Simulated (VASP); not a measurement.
Sn, 2 atoms in the cell. The structure is cubic, space group Fd-3m (No. 227). Conventional cell: a = 6.467 Å, b = 6.467 Å, c = 6.467 Å, α = 90.00°, β = 90.00°, γ = 90.00°. Sn (site symmetry -43m) has 4 Sn at 2.80 Å within 3.7 Å. 

| Property | Result |
| --- | --- |
| Program | VASP 6.6.1 |
| Task | single point |
| Functional | PBE |
| Potentials or basis | VASP PAW PBE potentials, release 64 (Sn_d) |
| Cutoff | 520 eV |
| k mesh | 7 × 7 × 7 |
| Occupations | gaussian, width 0.022 eV |
| Spin | no spin polarisation |
| Dipole correction | no |
| Further INCAR settings | ALGO = Normal; EDIFF = 1e-07; NBANDS = 21 |

Potentials or basis: VASP PAW PBE potentials, release 64 (Sn_d).

Command:

```bash
$ cat potpaw_PBE.64/Sn_d/POTCAR > POTCAR
$ mpirun -np 1 vasp_std > vasp.out
```

Hardware: 1 thread of Intel(R) Xeon(R) 6975P-C (Granite Rapids), with other jobs on the host.

Problem. How long does it take, and how much memory?

Solution. It took 12 s on 1 thread of Intel(R) Xeon(R) 6975P-C (Granite Rapids) (shared host), peak memory 0.2 GiB. Counts: scf iterations 13, k points 20.
